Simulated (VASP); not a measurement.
The system is MnS.

```
CELL_PARAMETERS angstrom
0.00000 2.63877 2.63877
2.63877 0.00000 2.63877
2.63877 2.63877 0.00000
ATOMIC_POSITIONS crystal
Mn 0.00000 0.00000 0.00000
S 0.50000 0.50000 0.50000
```

Base run:

| Item | Value |
| --- | --- |
| Program | VASP 6.6.1 |
| Functional | PBEsol |
| Potentials or basis | VASP PAW PBE potentials, release 64 (Mn_pv, S) |
| Cutoff | 520 eV |
| k mesh | 9 × 9 × 9 |
| Occupations | fermi-dirac, width 0.05 eV |
| Spin | collinear spin, ferromagnetic start |
| Starting moments | [4.0, 0.0] μB |

Its results: pressure -8.7 GPa; net moment 4.77 μB per cell; site moments Mn +4.29; S +0.10 μB.

**Question.** The run is repeated on the same cell with these changes: functional from PBEsol to PBE exchange alone; further incar settings from ALGO = Normal; EDIFF = 1e-07; NBANDS = 20 to ALGO = Normal; EDIFF = 1e-06; NBANDS = 20. What comes out?

**Answer.** Pressure 9.6 GPa; net moment 4.92 μB per cell; site moments Mn +4.43; S +0.10 μB.

Caveats: a cell with one magnetic atom can't hold antiferromagnetic order, which such compounds often take; the cell stands under tension (at least some runs); the PAW data sets were made with another functional, which shifts forces and pressure a little (at least some runs); the cell stands under pressure (at least some runs).
